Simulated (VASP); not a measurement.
Write the native input for VASP 6.6.1 that does the following.

```
Task                   : single point
Functional             : PBE
Potentials or basis    : VASP PAW PBE potentials, release 64 (Ni, Sb)
Cutoff                 : 520 eV
k mesh                 : 18 × 18 × 10
Occupations            : gaussian, width 0.1 eV
Spin                   : no spin polarisation
Dipole correction      : no
Further INCAR settings : ALGO = Normal; EDIFF = 1e-06; NBANDS = 23
```

The structure of NiSb lies in POSCAR:

```
NiSb
1.0
    4.0131453350      0.0000000000      0.0000000000
   -2.0065726675      3.4754858092      0.0000000000
    0.0000000000      0.0000000000      5.0021723891
Ni Sb
2 2
Direct
    0.0000000000      0.0000000000      0.0000000000
    0.0000000000      0.0000000000      0.5000000000
    0.3333333333      0.6666666667      0.2500000000
    0.6666666667      0.3333333333      0.7500000000
```

This cell differs from its parent crystal: uniaxial strain along c: -3.0 %, then relaxed in part.

These files were run (other wordings do the same):

INCAR

```
ALGO = Normal
EDIFF = 1E-6
ENCUT = 520
GGA = PE
ISIF = 2
ISMEAR = 0
LASPH = T
LCHARG = F
LREAL = F
LWAVE = F
NBANDS = 23
NELM = 80
PREC = Accurate
SIGMA = 0.1
```

KPOINTS

```
k-points
0
Gamma
  18 18 10
```

Potentials or basis: VASP PAW PBE potentials, release 64 (Ni, Sb).

Command:

```bash
$ cat potpaw_PBE.64/Ni/POTCAR potpaw_PBE.64/Sb/POTCAR > POTCAR
$ mpirun -np 1 vasp_std > vasp.out
```

It gave:

```json
{
 "Pressure": "1.3 GPa",
 "Band gap on the k mesh": "zero (bands 15 and 16 overlap by 3.14 eV)"
}
```

Caveat: the cell differs from its parent crystal (uniaxial strain along c: -3.0 %, then relaxed in part); spin-orbit coupling is left out, which moves the levels of the heavy elements.

Run time: 6.9 min on 1 thread of Intel Xeon 8259CL, with other jobs on the host, peak memory 0.43 GiB.
